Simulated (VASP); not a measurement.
# Cr (Im-3m) in VASP: further runs

Cr is run at these levels: LDA; tasks: single point.

All numbers are computed with VASP 6.6.1; they aren't measurements. Logs are shortened: lines on timing, memory, paths and dates and some standing lists are left out, and cuts for length are marked.

## (1) The cell of the first run

It takes space group Im-3m (No. 229, cubic). The conventional cell has a = 2.788 Å, b = 2.788 Å, c = 2.788 Å, α = 90.00°, β = 90.00°, γ = 90.00°. Cr (site symmetry m-3m) has 14 Cr at 2.41 to 2.79 Å within 3.2 Å.

## (2) Single point, LDA, collinear spin, ferromagnetic start

INCAR

```
ALGO = Normal
EDIFF = 1E-6
ENCUT = 520
GGA = CA
ISIF = 2
ISMEAR = -1
ISPIN = 2
LASPH = True
LCHARG = True
LELF = True
LMAXMIX = 4
LORBIT = 11
LREAL = False
LVHAR = True
LWAVE = False
MAGMOM = 1.5
NBANDS = 16
NELM = 150
PREC = Accurate
SIGMA = 0.05
```

KPOINTS

```
k-points
0
Gamma
  3 3 3
```

POSCAR

```
Cr
1.0
   -1.3938676992      1.3938676992      1.3938676992
    1.3938676992     -1.3938676992      1.3938676992
    1.3938676992      1.3938676992     -1.3938676992
Cr
1
Direct
    0.0000000000      0.0000000000      0.0000000000
```

Potentials or basis: VASP PAW LDA potentials, release 64 (Cr_pv).

Run with:

```sh
cat potpaw_LDA.64/Cr_pv/POTCAR > POTCAR
mpirun -np 1 vasp_std > vasp.out
```

OUTCAR:

```text
EDIFF = 1E-6
   ENCUT = 520
   GGA = CA
   ISIF = 2
   ISMEAR = -1
   ISPIN = 2
   LASPH = True
   LORBIT = 11
   LREAL = False
   NELM = 150
   PREC = Accurate

 ion  position               nearest neighbor table
   1  0.000  0.000  0.000-

  LATTYP: Found a body centered cubic cell.
 ALAT       =     2.7877353984

  Lattice vectors:

 A1 = (  -1.3938676992,   1.3938676992,   1.3938676992)
 A2 = (   1.3938676992,  -1.3938676992,   1.3938676992)
 A3 = (   1.3938676992,   1.3938676992,  -1.3938676992)

Analysis of symmetry for initial positions (statically):
=====================================================================
 Subroutine PRICEL returns:
 Original cell was already a primitive cell.

 Routine SETGRP: Setting up the symmetry group for a
 body centered cubic supercell.

 Subroutine GETGRP returns: Found 48 space group operations
 (whereof 48 operations were pure point group operations)
 out of a pool of 48 trial point group operations.

The static configuration has the point symmetry O_h .

Analysis of symmetry for dynamics (positions and initial velocities):
=====================================================================
 Subroutine PRICEL returns:
 Original cell was already a primitive cell.

 Routine SETGRP: Setting up the symmetry group for a
 body centered cubic supercell.

 Subroutine GETGRP returns: Found 48 space group operations
 (whereof 48 operations were pure point group operations)
 out of a pool of 48 trial point group operations.

The dynamic configuration has the point symmetry O_h .

Analysis of structural, dynamic, and magnetic symmetry:
=====================================================================
 Subroutine PRICEL returns:
 Original cell was already a primitive cell.

 Routine SETGRP: Setting up the symmetry group for a
 body centered cubic supercell.

 Subroutine GETGRP returns: Found 48 space group operations
 (whereof 48 operations were pure point group operations)
 out of a pool of 48 trial point group operations.

The overall configuration has the point symmetry O_h .

 Subroutine INISYM returns: Found 48 space group operations
 (whereof 48 operations are pure point group operations),
 and found     1 'primitive' translations

----------------------------------------------------------------------------------------

                                     Primitive cell

  volume of cell :      10.8324

  direct lattice vectors                    reciprocal lattice vectors
    -1.393867699  1.393867699  1.393867699     0.000000000  0.358714102  0.358714102
     1.393867699 -1.393867699  1.393867699     0.358714102  0.000000000  0.358714102
     1.393867699  1.393867699 -1.393867699     0.358714102  0.358714102  0.000000000

  length of vectors
     2.414249674  2.414249674  2.414249674     0.507298348  0.507298348  0.507298348

  position of ions in fractional coordinates (direct lattice)
     0.000000000  0.000000000  0.000000000

  ion indices of the primitive-cell ions
   primitive index   ion index
                 1           1

----------------------------------------------------------------------------------------

 KPOINTS: k-points

Automatic generation of k-mesh.
 Grid dimensions read from file:
 generate k-points for:    3    3    3

 Generating k-lattice:

  Cartesian coordinates                     Fractional coordinates (reciprocal lattice)
     0.000000000  0.119571367  0.119571367     0.333333333  0.000000000  0.000000000
     0.119571367  0.000000000  0.119571367     0.000000000  0.333333333  0.000000000
     0.119571367  0.119571367  0.000000000     0.000000000  0.000000000  0.333333333

  Length of vectors
     0.169099449  0.169099449  0.169099449

  Shift w.r.t. Gamma in fractional coordinates (k-lattice)
     0.000000000  0.000000000  0.000000000

 Subroutine IBZKPT returns following result:
 ===========================================

 Found      4 irreducible k-points:

 Following reciprocal coordinates:
            Coordinates               Weight
  0.000000  0.000000  0.000000      1.000000
  0.333333  0.000000  0.000000     12.000000
  0.333333  0.333333  0.000000      8.000000
 -0.333333  0.333333  0.333333      6.000000
   k-points           NKPTS =      4   k-points in BZ     NKDIM =      4   number of bands    NBANDS=     16
   number of dos      NEDOS =    301   number of ions     NIONS =      1
   total plane-waves  NPLWV =   5832
   dimension x,y,z NGX =    18 NGY =   18 NGZ =   18
   dimension x,y,z NGXF=    36 NGYF=   36 NGZF=   36
   ions per type =               1
   NGX,Y,Z   is equivalent  to a cutoff of  12.39, 12.39, 12.39 a.u.
   NGXF,Y,Z  is equivalent  to a cutoff of  24.79, 24.79, 24.79 a.u.
 SYSTEM =  unknown system
   PREC   = accura    normal or accurate (medium, high low for compatibility)
   ISTART =      0    job   : 0-new  1-cont  2-samecut
   ICHARG =      2    charge: 1-file 2-atom 10-const
   ISPIN  =      2    spin polarized calculation?
   LNONCOLLINEAR =      F non collinear calculations
   LSORBIT =      F    spin-orbit coupling
   LASPH  =      T    aspherical Exc in radial PAW
   ENCUT  =  520.0 eV  38.22 Ry    6.18 a.u.   4.49  4.49  4.49*2*pi/ulx,y,z
   NELM   =    150;   NELMIN=  2; NELMDL= -5     # of ELM steps
   EDIFF  = 0.1E-05   stopping-criterion for ELM
   LREAL  =      F    real-space projection
   EDIFFG = 0.1E-04   stopping-criterion for IOM
   NSW    =      0    number of steps for IOM
   IBRION =     -1    ionic relax: 0-MD 1-quasi-New 2-CG
   NFREE  =      0    steps in history (QN), initial steepest desc. (CG)
   ISIF   =      2    stress and relaxation
   ISYM   =      2    0-nonsym 1-usesym 2-fastsym
   POTIM  = 0.5000    time-step for ionic-motion
   TEBEG  =    0.0;   TEEND  =   0.0 temperature during run
   PSTRESS=    0.0 pullay stress
   NELECT =      12.0000    total number of electrons
   NUPDOWN=      -1.0000    fix difference up-down
   EMIN   =  10.00;   EMAX   =-10.00  energy-range for DOS
   EFERMI =   0.00;   METHOD = LEGACY
   ISMEAR =    -1;   SIGMA  =   0.05  broadening in eV -4-tet -1-fermi 0-gaus
   EFERMI_NEDOS =   21; number of points for ismear=-14 and -15
   IALGO  =     38    algorithm
   IMIX   =      4    mixing-type and parameters
     AMIX     =   0.40;   BMIX     =  1.00
     AMIX_MAG =   1.60;   BMIX_MAG =  1.00
  volume/ion in A,a.u.               =      10.83        73.10
  Fermi-wavevector in a.u.,A,eV,Ry     =   1.693923  3.201051 39.040224  2.869376
  Thomas-Fermi vector in A             =   2.775241
   LORBIT       =     11    0 simple, 1 ext, 2 COOP (PROOUT), +10 PAW based schemes
   GGA     = CA    functional components
   LHFCALC =     F    Hartree Fock is set to
   AEXX    =    0.0000 exact exchange contribution
   IVDW    =     0    specifies the selected vdW correction
   LEPSILON=     F    determine dielectric tensor
   LRPA    =     F    only Hartree local field effects (RPA)
 spin polarized calculation
  energy-cutoff  :      520.00
  volume of cell :       10.83
 maximum number of plane-waves:       321
 NGX is ok and might be reduce to    18
   NGX =  9   NGY =  9   NGZ =  9

 number of electron      12.0000010 magnetization       0.0034260

 number of electron      12.0000010 magnetization      -0.0003025

 Free energy of the ion-electron system (eV)
  ---------------------------------------------------
  ext. energy  EPLUGINS =         0.00000000
  ---------------------------------------------------
  free energy    TOTEN  =       -10.23517113 eV

  energy without entropy =      -10.20493047  energy(sigma->0) =      -10.22005080

 E-fermi :  12.0726     XC(G=0): -14.4198

 val. band max:       10.8295270026   @ k =   0.3333   0.0000   0.0000
 cond. band min:      12.0893191144   @ k =  -0.3333   0.3333   0.3333
 fundamental gap:      1.2597921118
 Fermi energy:        12.0726179800

 spin component 1

 k-point     1 :       0.0000    0.0000    0.0000
  band No.  band energies     occupation
      1     -30.8118      1.00000
      2     -30.8118      1.00000
      3     -30.8118      1.00000
      4       3.7444      1.00000
      5      10.5034      1.00000
      6      10.5034      1.00000
[... 8 lines left out ...]
     15      42.7929      0.00000
     16      47.7175      0.00000

 k-point     2 :       0.3333    0.0000    0.0000
  band No.  band energies     occupation
      1     -31.6747      1.00000
      2     -31.0783      1.00000
      3     -30.8187      1.00000
      4       6.8339      1.00000
      5       9.2217      1.00000
      6      10.8295      1.00000
[... 8 lines left out ...]
     15      41.5574      0.00000
     16      45.0944      0.00000

 k-point     3 :       0.3333    0.3333    0.0000
  band No.  band energies     occupation
      1     -31.5914      1.00000
      2     -31.5914      1.00000
      3     -30.9527      1.00000
      4       8.4345      1.00000
      5       9.3515      1.00000
      6       9.3515      1.00000
[... 8 lines left out ...]
     15      39.8934      0.00000
     16      50.8185      0.00000

 k-point     4 :      -0.3333    0.3333    0.3333
  band No.  band energies     occupation
      1     -31.5550      1.00000
      2     -31.3828      1.00000
      3     -31.3828      1.00000
      4       7.9251      1.00000
      5       8.1242      1.00000
      6      12.0896      0.41582
[... 8 lines left out ...]
     15      43.9924      0.00000
     16      47.2986      0.00000
 Fermi energy:        12.0726179800

 spin component 2

 k-point     1 :       0.0000    0.0000    0.0000
  band No.  band energies     occupation
      1     -30.8121      1.00000
      2     -30.8121      1.00000
      3     -30.8121      1.00000
      4       3.7442      1.00000
      5      10.5031      1.00000
      6      10.5031      1.00000
[... 8 lines left out ...]
     15      42.7928      0.00000
     16      47.7173      0.00000

 k-point     2 :       0.3333    0.0000    0.0000
  band No.  band energies     occupation
      1     -31.6750      1.00000
      2     -31.0785      1.00000
      3     -30.8190      1.00000
      4       6.8337      1.00000
      5       9.2215      1.00000
      6      10.8294      1.00000
[... 8 lines left out ...]
     15      41.5573      0.00000
     16      45.0943      0.00000

 k-point     3 :       0.3333    0.3333    0.0000
  band No.  band energies     occupation
      1     -31.5917      1.00000
      2     -31.5917      1.00000
      3     -30.9529      1.00000
      4       8.4342      1.00000
      5       9.3513      1.00000
      6       9.3513      1.00000
[... 8 lines left out ...]
     15      39.8932      0.00000
     16      50.8184      0.00000

 k-point     4 :      -0.3333    0.3333    0.3333
  band No.  band energies     occupation
      1     -31.5553      1.00000
      2     -31.3831      1.00000
      3     -31.3831      1.00000
      4       7.9249      1.00000
      5       8.1241      1.00000
      6      12.0893      0.41726
[... 8 lines left out ...]
     15      43.9923      0.00000
     16      47.2984      0.00000

------------------------ aborting loop because EDIFF is reached ----------------------------------------

  FORCE on cell =-STRESS in cart. coord.  units (eV):
  Direction    XX          YY          ZZ          XY          YZ          ZX
  --------------------------------------------------------------------------------------
  -------------------------------------------------------------------------------------
  Total        1.0173275      1.0173275      1.0173275      0.0000000      0.0000000      0.0000000
  in kB      150.4688818    150.4688818    150.4688818      0.0000000      0.0000000      0.0000000
  external PRESSURE =     150.4688818 kB  Pullay stress =       0.0000000 kB

 VOLUME and BASIS-vectors are now :
 -----------------------------------------------------------------------------
  energy-cutoff  :      520.00
  volume of cell :       10.83
      direct lattice vectors                 reciprocal lattice vectors
    -1.393867699  1.393867699  1.393867699     0.000000000  0.358714102  0.358714102
     1.393867699 -1.393867699  1.393867699     0.358714102  0.000000000  0.358714102
     1.393867699  1.393867699 -1.393867699     0.358714102  0.358714102  0.000000000

 POSITION                                       TOTAL-FORCE (eV/Angst)
 -----------------------------------------------------------------------------------
      0.00000      0.00000      0.00000         0.000000      0.000000      0.000000
 -----------------------------------------------------------------------------------
    total drift:                                0.000000      0.000000      0.000000

  FREE ENERGIE OF THE ION-ELECTRON SYSTEM (eV)
  ---------------------------------------------------
  free  energy   TOTEN  =       -10.2351711339 eV

  energy  without entropy=      -10.2049304724  energy(sigma->0) =      -10.22005080

 total charge

# of ion       s       p       d       tot
------------------------------------------
    1        0.482   6.517   4.183  11.181

 magnetization (x)

# of ion       s       p       d       tot
------------------------------------------
    1        0.000  -0.000  -0.001  -0.001
```

Wall time 1.6 s (1 thread of Intel Xeon 6975P-C (Granite Rapids), shared host); peak memory 0.11 GiB.

Results:

| Quantity | Value |
| --- | --- |
| Free energy | -10.2352 eV |
| Pressure | 15.0 GPa |
| Band gap on the k mesh | zero (filled and empty bands overlap) |
| Net moment | 0.00 μB per cell |
| Valence electrons inside the program's atomic spheres | Cr 11.18 |

Levels at points of the mesh, in eV from the Fermi level:
Spin up:
```tsv
k point	band 2	band 3	band 4	band 5	band 6	band 7	band 8	band 9	band 10	band 11
(0.00, 0.00, 0.00)	-42.88	-42.88	-8.33	-1.57	-1.57	-1.57	0.60	0.60	4.56	22.53
```
Spin down:
| k point | band 3 | band 4 | band 5 | band 6 | band 7 | band 8 | band 9 | band 10 |
| --- | --- | --- | --- | --- | --- | --- | --- | --- |
| (0.00, 0.00, 0.00) | -42.88 | -8.33 | -1.57 | -1.57 | -1.57 | 0.60 | 0.60 | 4.56 |

Caveat: the k points lie up to 1.06 Å⁻¹ apart; the starting moments collapsed, and a magnetic state may lie lower.

## (3) Single point, LDA, collinear spin, ferromagnetic start

INCAR

```
SYSTEM = Cr
PREC = Accurate
ENCUT = 520
EDIFF = 1E-6
ISMEAR = -1
SIGMA = 0.05
LREAL = .FALSE.
LASPH = .TRUE.
NELM = 150
ALGO = Normal
ISIF = 2
LWAVE = .FALSE.
LCHARG = .TRUE.
ISPIN = 2
MAGMOM = 1.5
LORBIT = 11
LMAXMIX = 4
LELF = .TRUE.
LVHAR = .TRUE.
NBANDS = 16
```

KPOINTS

```
regular mesh
0
G
  4 4 4
  0 0 0
```

POSCAR is that of step 2.

Potentials or basis: VASP PAW LDA potentials, release 64 (Cr_pv).

Run with:

```sh
cat potpaw_LDA.64/Cr_pv/POTCAR > POTCAR
mpirun -np 1 vasp_std > vasp.out
```

Wall time 1.9 s (1 thread of Intel Xeon 6975P-C (Granite Rapids), shared host); peak memory 0.11 GiB.

It converged, with:

* Free energy: -10.5994 eV
* Pressure: -0.9 GPa
* Band gap on the k mesh: zero (filled and empty bands overlap)
* Net moment: 0.00 μB per cell
* Valence electrons inside the program's atomic spheres: Cr 11.22

Levels at points of the mesh, in eV from the Fermi level:
Spin up:
| k point | band 4 | band 5 | band 6 | band 7 | band 8 | band 9 |
| --- | --- | --- | --- | --- | --- | --- |
| (0.00, 0.00, 0.00) | -8.09 | -0.99 | -0.99 | -0.99 | 1.18 | 1.18 |
| (0.50, 0.00, 0.00) | -4.81 | -2.70 | 1.23 | 1.31 | 1.57 | 3.18 |
| (0.50, 0.50, 0.50) | -4.81 | -4.81 | 2.74 | 2.74 | 2.74 | 5.48 |
Spin down:
| k point | band 3 | band 4 | band 5 | band 6 | band 7 | band 8 | band 9 | band 10 |
| --- | --- | --- | --- | --- | --- | --- | --- | --- |
| (0.00, 0.00, 0.00) | -42.20 | -8.09 | -0.99 | -0.99 | -0.99 | 1.18 | 1.18 | 5.49 |
| (0.50, 0.00, 0.00) | -42.21 | -4.81 | -2.70 | 1.23 | 1.31 | 1.57 | 3.18 | 5.48 |
| (0.50, 0.50, 0.50) | -42.99 | -4.81 | -4.81 | 2.74 | 2.74 | 2.74 | 5.48 | 11.15 |

Caveat: the k points lie up to 0.80 Å⁻¹ apart; the starting moments collapsed, and a magnetic state may lie lower.
